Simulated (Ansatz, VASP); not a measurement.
# KRh in VASP and in Ansatz

```
K Rh
1.0
     3.32456    0.00000    0.00000
    -1.66228    2.87915    0.00000
     0.00000    0.00000    5.76062
K Rh
1 1
Cartesian
  0.0000 0.0000 0.0000
  0.0000 0.0000 2.8803
```

Alike in both runs: task single point; functional PBE; k mesh 6 × 6 × 4; occupations gaussian, width 0.1 eV; no spin polarisation.

```csv
,VASP,Ansatz
version,VASP 6.6.1,Ansatz 0.2.0
potentials or method,"VASP PAW PBE potentials, release 64 (K_sv, Rh_pv), cutoff 520 eV","scalar-relativistic, plane waves, PAW"
valence electrons in the cell,24,26
```

Ansatz gave:

```
gap on the k mesh at the Fermi level (eV)                     : none
pressure (GPa)                                                : -5.3
traceless stress, the component that is largest in VASP (GPa) : 5.89
```

**Question.** What did VASP give for the same quantities?

**Answer.** gap on the k mesh at the Fermi level (eV): none; pressure (GPa): -5.2; traceless stress, the component that is largest in VASP (GPa): 6.01.

A gap of «none» marks a metal or a gap that the smearing closes. With one functional, cell and mesh, what is left measures potentials, basis and numerics. VASP's potentials hold 24 valence electrons a cell and Ansatz's 26, so a difference there can come from the potentials and not from the codes.

The k mesh is coarse, so the values compare programs but aren't converged.
